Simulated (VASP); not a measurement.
# BaTiO3 in VASP: further runs

The runs below take BaTiO3 through single point, with PBEsol.

All numbers are computed with VASP 6.6.1; they aren't measurements. Logs are shortened: lines on timing, memory, paths and dates and some standing lists are left out, and cuts for length are marked.

### 1 The cell of the first run

The structure is cubic, space group Pm-3m (No. 221). The conventional cell has a = 3.763 Å, b = 3.763 Å, c = 3.763 Å, α = 90.00°, β = 90.00°, γ = 90.00°. Ba (site symmetry m-3m) has 12 O at 2.66 Å and 8 Ti at 3.26 Å within 3.5 Å. Ti (site symmetry m-3m) has 6 O at 1.88 Å within 2.5 Å. O (site symmetry 4/mmm) has 2 Ti at 1.88 Å within 2.5 Å.

### 2 Single point, PBEsol (10.66 Å³/atom)

File INCAR:

```
  PREC = Accurate
  ENCUT = 520
  EDIFF = 1E-6
  ISMEAR = 0
  SIGMA = 0.05
  LREAL = F
  LASPH = T
  NELM = 100
  ALGO = Normal
  ISIF = 2
  LWAVE = F
  LCHARG = F
  GGA = PS
  NBANDS = 28
```

File KPOINTS:

```
Automatic mesh
0
Gamma
  8 8 8
```

File POSCAR:

```
BaTiO3
1.0
    3.7628185168      0.0000000000      0.0000000000
    0.0000000000      2.6607481584      2.6607549057
    0.0000000000     -2.6607481584      2.6607549057
Ba Ti O
1 1 3
Direct
    0.0000000000     -0.0006210650     -0.0006210650
    0.5000000000      0.4993851274      0.4993851274
    0.0000000000      0.4993733970      0.4993733970
    0.5000000000      0.4993687272      0.9993738134
    0.5000000000      0.9993738134      0.4993687272
```

Potentials or basis: VASP PAW PBE potentials, release 64 (Ba_sv, Ti_sv, O).

The run is started by

```
> cat potpaw_PBE.64/Ba_sv/POTCAR potpaw_PBE.64/Ti_sv/POTCAR potpaw_PBE.64/O/POTCAR > POTCAR
> mpirun -np 1 vasp_std > vasp.out
```

OUTCAR:

```text
PREC = Accurate
   ENCUT = 520
   EDIFF = 1E-6
   ISMEAR = 0
   LREAL = F
   LASPH = T
   NELM = 100
   ISIF = 2
   GGA = PS

 ion  position               nearest neighbor table
   1  0.000  0.999  0.999-   4 2.66   5 2.66   4 2.66   5 2.66   3 2.66   3 2.66   3 2.66   5 2.66
                             4 2.66   5 2.66   4 2.66   3 2.66   2 3.26   2 3.26   2 3.26   2 3.26
   2  0.500  0.499  0.499-   4 1.88   5 1.88   3 1.88   3 1.88   5 1.88   4 1.88   1 3.26   1 3.26
                             1 3.26   1 3.26   1 3.26   1 3.26   1 3.26   1 3.26
   3  0.000  0.499  0.499-   2 1.88   2 1.88   1 2.66   1 2.66   1 2.66   1 2.66
   4  0.500  0.499  0.999-   2 1.88   2 1.88   1 2.66   1 2.66   1 2.66   1 2.66
   5  0.500  0.999  0.499-   2 1.88   2 1.88   1 2.66   1 2.66   1 2.66   1 2.66

  LATTYP: Found a simple tetragonal cell.
 ALAT       =     3.7628709027
 C/A-ratio  =     0.9999860782

  Lattice vectors:

 A1 = (   0.0000000000,   2.6607481584,   2.6607549057)
 A2 = (   0.0000000000,  -2.6607481584,   2.6607549057)
 A3 = (   3.7628185168,   0.0000000000,   0.0000000000)

Analysis of symmetry for initial positions (statically):
=====================================================================
 Subroutine PRICEL returns:
 Original cell was already a primitive cell.

 Routine SETGRP: Setting up the symmetry group for a
 simple tetragonal supercell.

 Subroutine GETGRP returns: Found  4 space group operations
 (whereof  4 operations were pure point group operations)
 out of a pool of 16 trial point group operations.

The static configuration has the point symmetry C_2v.

Analysis of symmetry for dynamics (positions and initial velocities):
=====================================================================
 Subroutine PRICEL returns:
 Original cell was already a primitive cell.

 Routine SETGRP: Setting up the symmetry group for a
 simple tetragonal supercell.

 Subroutine GETGRP returns: Found  4 space group operations
 (whereof  4 operations were pure point group operations)
 out of a pool of 16 trial point group operations.

The dynamic configuration has the point symmetry C_2v.

 Subroutine INISYM returns: Found  4 space group operations
 (whereof  4 operations are pure point group operations),
 and found     1 'primitive' translations

----------------------------------------------------------------------------------------

                                     Primitive cell

  volume of cell :      53.2785

  direct lattice vectors                    reciprocal lattice vectors
     3.762818517  0.000000000  0.000000000     0.265758233  0.000000000  0.000000000
[... 98 lines left out ...]
   ISIF   =      2    stress and relaxation
   ISYM   =      2    0-nonsym 1-usesym 2-fastsym
   POTIM  = 0.5000    time-step for ionic-motion
   TEBEG  =    0.0;   TEEND  =   0.0 temperature during run
   PSTRESS=    0.0 pullay stress
   NELECT =      40.0000    total number of electrons
   NUPDOWN=      -1.0000    fix difference up-down
   EMIN   =  10.00;   EMAX   =-10.00  energy-range for DOS
   EFERMI =   0.00;   METHOD = LEGACY
   ISMEAR =     0;   SIGMA  =   0.05  broadening in eV -4-tet -1-fermi 0-gaus
   EFERMI_NEDOS =   21; number of points for ismear=-14 and -15
   IALGO  =     38    algorithm
   IMIX   =      4    mixing-type and parameters
     AMIX     =   0.40;   BMIX     =  1.00
     AMIX_MAG =   1.60;   BMIX_MAG =  1.00
  volume/ion in A,a.u.               =      10.66        71.91
  Fermi-wavevector in a.u.,A,eV,Ry     =   1.487913  2.811748 30.121734  2.213885
  Thomas-Fermi vector in A             =   2.601014
   LORBIT       =      0    0 simple, 1 ext, 2 COOP (PROOUT), +10 PAW based schemes
   GGA     = PS    functional components
   LHFCALC =     F    Hartree Fock is set to
   AEXX    =    0.0000 exact exchange contribution
   IVDW    =     0    specifies the selected vdW correction
   LEPSILON=     F    determine dielectric tensor
   LRPA    =     F    only Hartree local field effects (RPA)
 non-spin polarized calculation
 Gauss-broadening in eV      SIGMA  =   0.05
  energy-cutoff  :      520.00
  volume of cell :       53.28
 maximum number of plane-waves:      1472
 NGX is ok and might be reduce to    28
   NGX = 13   NGY = 13   NGZ = 13

 number of electron      39.9999976 magnetization

 Free energy of the ion-electron system (eV)
  ---------------------------------------------------
  ext. energy  EPLUGINS =         0.00000000
  ---------------------------------------------------
  free energy    TOTEN  =       -40.76959737 eV

  energy without entropy =      -40.76959737  energy(sigma->0) =      -40.76959737

 E-fermi :   5.5663     XC(G=0): -12.5191

 val. band max:        5.3574887068   @ k =   0.0000   0.0000   0.0000
 cond. band min:       7.2708364603   @ k =   0.0000   0.0000   0.0000
 fundamental gap:      1.9133477535
 Fermi energy:         5.5662509823

 k-point     1 :       0.0000    0.0000    0.0000
  band No.  band energies     occupation
      1     -50.2963      2.00000
      2     -26.7620      2.00000
      3     -26.7620      2.00000
      4     -26.7620      2.00000
      5     -19.2693      2.00000
      6     -11.8786      2.00000
[... 733 lines left out ...]
     27      14.8900      0.00000
     28      16.2655      0.00000

 [... further k-points ...]

------------------------ aborting loop because EDIFF is reached ----------------------------------------

  FORCE on cell =-STRESS in cart. coord.  units (eV):
  Direction    XX          YY          ZZ          XY          YZ          ZX
  --------------------------------------------------------------------------------------
  -------------------------------------------------------------------------------------
  Total       14.9968819     14.9950494     14.9947674      0.0000000      0.0000000      0.0000000
  in kB      450.9824513    450.9273454    450.9188659      0.0000000      0.0000000      0.0000000
  external PRESSURE =     450.9428875 kB  Pullay stress =       0.0000000 kB

 VOLUME and BASIS-vectors are now :
 -----------------------------------------------------------------------------
  energy-cutoff  :      520.00
  volume of cell :       53.28
      direct lattice vectors                 reciprocal lattice vectors
     3.762818517  0.000000000  0.000000000     0.265758233  0.000000000  0.000000000
     0.000000000  2.660748158  2.660754906     0.000000000  0.187917071  0.187916594
     0.000000000 -2.660748158  2.660754906     0.000000000 -0.187917071  0.187916594

 POSITION                                       TOTAL-FORCE (eV/Angst)
 -----------------------------------------------------------------------------------
      0.00000      0.00000      5.31820         0.000000      0.000000     -0.000100
      1.88141      0.00000      2.65748         0.000000      0.000000     -0.000396
      0.00000      0.00000      2.65742         0.000000      0.000000      0.000046
      1.88141     -1.33039      3.98779         0.000000     -0.000037      0.000225
      1.88141      1.33039      3.98779         0.000000      0.000037      0.000225
 -----------------------------------------------------------------------------------
    total drift:                                0.000000      0.000001     -0.000178

  FREE ENERGIE OF THE ION-ELECTRON SYSTEM (eV)
  ---------------------------------------------------
  free  energy   TOTEN  =       -40.7695973690 eV

  energy  without entropy=      -40.7695973690  energy(sigma->0) =      -40.76959737
```

Wall time 1.9 min (1 thread of Intel Xeon Platinum 8488C (Sapphire Rapids), shared host); peak memory 0.27 GiB.

What came out:

* Free energy: -40.7696 eV
* Pressure: 45.1 GPa
* Band gap on the k mesh: 1.91 eV

Caveat: the cell stands under pressure; the PAW data sets were made with another functional, which shifts forces and pressure a little; spin-orbit coupling is left out, which moves the levels of the heavy elements. Expect the measured gap to be larger: semilocal functionals such as PBEsol lack the derivative discontinuity.

### 3 Single point, PBEsol (11.16 Å³/atom)

This run uses another cell than the first one, of 11.16 Å³/atom.

File INCAR:

```
SYSTEM = BaTiO3
PREC = Accurate ; ENCUT = 520
EDIFF = 1E-6 ; ISMEAR = 0
SIGMA = 0.05 ; LREAL = .FALSE.
LASPH = .TRUE. ; NELM = 60
ALGO = Normal ; ISIF = 2
LWAVE = .FALSE. ; LCHARG = .FALSE.
GGA = PS ; NBANDS = 28
```

File KPOINTS:

```
Automatic mesh
0
G
  8 8 8
  0 0 0
```

POSCAR: that of step 2 with these lines changed.

```diff
@@ -2,5 +2,5 @@
 1.0
-    3.7628185168      0.0000000000      0.0000000000
-    0.0000000000      2.6607481584      2.6607549057
-    0.0000000000     -2.6607481584      2.6607549057
+    3.8216220542      0.0000000000      0.0000000000
+    0.0000000000      2.7023290646      2.7023359173
+    0.0000000000     -2.7023290646      2.7023359173
 Ba Ti O
```

Potentials or basis: VASP PAW PBE potentials, release 64 (Ba_sv, Ti_sv, O).

The run is started by

```
> cat potpaw_PBE.64/Ba_sv/POTCAR potpaw_PBE.64/Ti_sv/POTCAR potpaw_PBE.64/O/POTCAR > POTCAR
> mpirun -np 1 vasp_std > vasp.out
```

OUTCAR:

```text
SYSTEM = BaTiO3
   PREC = Accurate
   ENCUT = 520
   EDIFF = 1E-6
   ISMEAR = 0
   LREAL = .FALSE.
   LASPH = .TRUE.
   NELM = 60
   ISIF = 2
   GGA = PS

 ion  position               nearest neighbor table
   1  0.000  0.999  0.999-   4 2.70   5 2.70   4 2.70   5 2.70   3 2.70   3 2.70   3 2.70   5 2.70
                             4 2.70   5 2.70   4 2.70   3 2.70   2 3.31   2 3.31   2 3.31   2 3.31
   2  0.500  0.499  0.499-   4 1.91   5 1.91   3 1.91   3 1.91   5 1.91   4 1.91   1 3.31   1 3.31
                             1 3.31   1 3.31   1 3.31   1 3.31   1 3.31   1 3.31
   3  0.000  0.499  0.499-   2 1.91   2 1.91   1 2.70   1 2.70   1 2.70   1 2.70
   4  0.500  0.499  0.999-   2 1.91   2 1.91   1 2.70   1 2.70   1 2.70   1 2.70
   5  0.500  0.999  0.499-   2 1.91   2 1.91   1 2.70   1 2.70   1 2.70   1 2.70

  LATTYP: Found a simple tetragonal cell.
 ALAT       =     3.8216752587
 C/A-ratio  =     0.9999860782

  Lattice vectors:

 A1 = (   0.0000000000,   2.7023290646,   2.7023359173)
 A2 = (   0.0000000000,  -2.7023290646,   2.7023359173)
 A3 = (   3.8216220542,   0.0000000000,   0.0000000000)

Analysis of symmetry for initial positions (statically):
[... 180 lines left out ...]

 val. band max:        4.8625588846   @ k =   0.0000   0.0000   0.0000
 cond. band min:       6.7811032924   @ k =   0.0000   0.0000   0.0000
 fundamental gap:      1.9185444078
 Fermi energy:         5.2321733622

 k-point     1 :       0.0000    0.0000    0.0000
  band No.  band energies     occupation
      1     -50.9248      2.00000
      2     -27.3478      2.00000
      3     -27.3477      2.00000
      4     -27.3477      2.00000
      5     -19.7079      2.00000
      6     -12.2424      2.00000
[... 733 lines left out ...]
     27      13.8846      0.00000
     28      15.4685      0.00000

 [... further k-points ...]

------------------------ aborting loop because EDIFF is reached ----------------------------------------

  FORCE on cell =-STRESS in cart. coord.  units (eV):
  Direction    XX          YY          ZZ          XY          YZ          ZX
  --------------------------------------------------------------------------------------
  -------------------------------------------------------------------------------------
  Total       10.3189092     10.3172619     10.3169995      0.0000000      0.0000000      0.0000000
  in kB      296.2027440    296.1554586    296.1479253      0.0000000      0.0000000      0.0000000
  external PRESSURE =     296.1687093 kB  Pullay stress =       0.0000000 kB

 VOLUME and BASIS-vectors are now :
 -----------------------------------------------------------------------------
  energy-cutoff  :      520.00
  volume of cell :       55.82
      direct lattice vectors                 reciprocal lattice vectors
     3.821622054  0.000000000  0.000000000     0.261668994  0.000000000  0.000000000
     0.000000000  2.702329065  2.702335917     0.000000000  0.185025579  0.185025110
     0.000000000 -2.702329065  2.702335917     0.000000000 -0.185025579  0.185025110

 POSITION                                       TOTAL-FORCE (eV/Angst)
 -----------------------------------------------------------------------------------
      0.00000      0.00000      5.40132         0.000000      0.000000     -0.000008
      1.91081      0.00000      2.69901         0.000000      0.000000     -0.000003
      0.00000      0.00000      2.69895         0.000000      0.000000     -0.000035
      1.91081     -1.35118      4.05011         0.000000      0.000083      0.000023
      1.91081      1.35118      4.05011         0.000000     -0.000083      0.000023
 -----------------------------------------------------------------------------------
    total drift:                                0.000000      0.000001     -0.000251

  FREE ENERGIE OF THE ION-ELECTRON SYSTEM (eV)
  ---------------------------------------------------
  free  energy   TOTEN  =       -41.3602046096 eV

  energy  without entropy=      -41.3602046096  energy(sigma->0) =      -41.36020461
```

Wall time 1.7 min (1 thread of Intel Xeon Platinum 8488C (Sapphire Rapids), shared host); peak memory 0.28 GiB.

Results:

```yaml
Free_energy: -41.3602 eV
Pressure: 29.6 GPa
Band_gap_on_the_k_mesh: 1.92 eV
```

Caveat: the cell stands under pressure; the PAW data sets were made with another functional, which shifts forces and pressure a little; spin-orbit coupling is left out, which moves the levels of the heavy elements. A k mesh can miss the band edges.

### 4 Single point, PBEsol (11.67 Å³/atom)

This run uses another cell than the first one, of 11.67 Å³/atom.

File INCAR:

```
PREC     = Accurate       # precision mode
ENCUT    = 520            # plane-wave cutoff, eV
EDIFF    = 1E-6           # SCF threshold, eV
ISMEAR   = 0              # smearing method
SIGMA    = 0.05           # smearing width, eV
LREAL    = False          # projectors in reciprocal space
LASPH    = True           # aspherical terms in the spheres
NELM     = 60             # most SCF steps
ALGO     = Normal         # electronic algorithm
ISIF     = 2              # what is computed and relaxed
LWAVE    = False          # write WAVECAR
LCHARG   = False          # write CHGCAR
GGA      = PS             # functional
NBANDS   = 28             # bands
```

File KPOINTS:

```
Automatic mesh
0
Gamma
  8 8 8
```

File POSCAR:

```
BaTiO3
1.0
    3.8784175505      0.0000000000      0.0000000000
    0.0000000000      2.7427296011      2.7427921540
    0.0000000000     -2.7427296011      2.7427921540
Ba Ti O
1 1 3
Direct
    0.0000000000     -0.0004845946     -0.0004845946
    0.5000000000      0.4998353572      0.4998353572
    0.0000000000      0.4991750060      0.4991750060
    0.5000000000      0.4991840050      0.9991702264
    0.5000000000      0.9991702264      0.4991840050
```

The run is started by

```
> cat potpaw_PBE.64/Ba_sv/POTCAR potpaw_PBE.64/Ti_sv/POTCAR potpaw_PBE.64/O/POTCAR > POTCAR
> mpirun -np 1 vasp_std > vasp.out
```

It took 2.9 min on 1 thread of Intel Xeon Platinum 8488C (Sapphire Rapids), shared host; peak memory 0.29 GiB.

The run converged. Its results:

```
Free energy            : -41.7310 eV
Pressure               : 17.3 GPa
Largest force          : 0.005 eV/Å
Band gap on the k mesh : 1.87 eV (least direct gap 1.91 eV)
```

Forces on the atoms (eV/Å):
```
Ba   0.000  0.000 -0.002
Ti   0.000  0.000 -0.005
O    0.000  0.000  0.002
O    0.000  0.000  0.002
O    0.000  0.000  0.002
```

Levels at points of the mesh, in eV from the valence-band top:
```csv
k point,band 16,band 17,band 18,band 19,band 20,band 21,band 22,band 23,band 24,band 25
"(0.00, 0.00, 0.00)",-1.27,-1.27,-0.04,-0.04,-0.04,1.87,1.87,1.87,4.59,4.59
"(0.50, 0.00, 0.00)",-2.10,-1.96,-1.96,-0.70,-0.70,2.08,3.98,3.98,4.63,6.91
"(0.00, 0.50, 0.00)",-2.10,-1.96,-1.96,-0.70,-0.70,2.08,3.98,3.98,4.63,6.91
"(0.50, 0.50, 0.00)",-3.10,-1.68,-0.80,-0.80,-0.11,3.99,3.99,4.44,5.61,8.34
"(0.00, 0.50, 0.50)",-3.10,-1.68,-0.80,-0.80,-0.11,3.99,3.99,4.44,5.61,8.34
"(0.50, 0.50, 0.50)",-2.34,-2.33,0.00,0.00,0.00,4.79,4.79,4.79,7.07,7.07
```

Caveat: the cell stands under pressure; the PAW data sets were made with another functional, which shifts forces and pressure a little; spin-orbit coupling is left out, which moves the levels of the heavy elements. A k mesh can miss the band edges.

### 5 The runs side by side

| cell | gap on the mesh (eV) | pressure (GPa) |
| --- | --- | --- |
| a = 3.763 Å, 5 atoms | 1.91 | 45.1 |
| a = 3.822 Å, 5 atoms | 1.92 | 29.6 |
| a = 3.878 Å, 5 atoms | 1.87 | 17.3 |

Alike in all rows: task single point; level PBEsol; potentials or basis VASP PAW PBE potentials, release 64 (Ba_sv, Ti_sv, O); no spin polarisation; k mesh 8 × 8 × 8; cutoff (eV) 520; smearing gaussian 0.05 eV.

Caveats: the cell stands under pressure; the PAW data sets were made with another functional, which shifts forces and pressure a little; spin-orbit coupling is left out, which moves the levels of the heavy elements.

Total energies depend on the potentials used, so only differences within one code and one set of settings carry meaning.
